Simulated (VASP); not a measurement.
Write the native input for VASP 6.6.1 that does the following.

```yaml
Task: single point
Functional: PBEsol
Potentials_or_basis: VASP PAW PBE potentials, release 64 (C)
Cutoff: 520 eV
k_mesh: 14 × 14 × 14
Occupations: methfessel-paxton, width 0.05 eV
Spin: no spin polarisation
Dipole_correction: no
Further_INCAR_settings: ALGO = Normal; EDIFF = 1e-06; NBANDS = 11
```

The structure of C lies in POSCAR:

```
C
1.0
    1.1943670016      0.6895681135      3.2552659375
   -1.1943670016      0.6895681135      3.2552659375
    0.0000000000     -1.3791362173      3.2552659375
C
2
Direct
    0.8360000000      0.8360000000      0.8360000000
    0.1640000000      0.1640000000      0.1640000000
```

These files were run (other wordings do the same):

INCAR

```
PREC = Accurate
ENCUT = 520
EDIFF = 1E-6
ISMEAR = 1
SIGMA = 0.05
LREAL = False
LASPH = True
NELM = 80
ALGO = Normal
ISIF = 2
LWAVE = False
LCHARG = True
GGA = PS
LELF = True
LVHAR = True
NBANDS = 11
```

KPOINTS

```
Automatic mesh
0
Gamma
  14 14 14
```

Potentials or basis: VASP PAW PBE potentials, release 64 (C).

Launch:

```console
$ cat potpaw_PBE.64/C/POTCAR > POTCAR
$ mpirun -np 1 vasp_std > vasp.out
```

It gave:

```json
{
  "Pressure": "29.5 GPa",
  "Largest force": "0.815 eV/Å",
  "Band gap on the k mesh": "0.55 eV, direct"
}
```

Caveat: the PAW data sets were made with another functional, which shifts forces and pressure a little.

Run time: 46 s on 1 thread of Intel Xeon 6975P-C, on a shared host, peak memory 0.18 GiB.
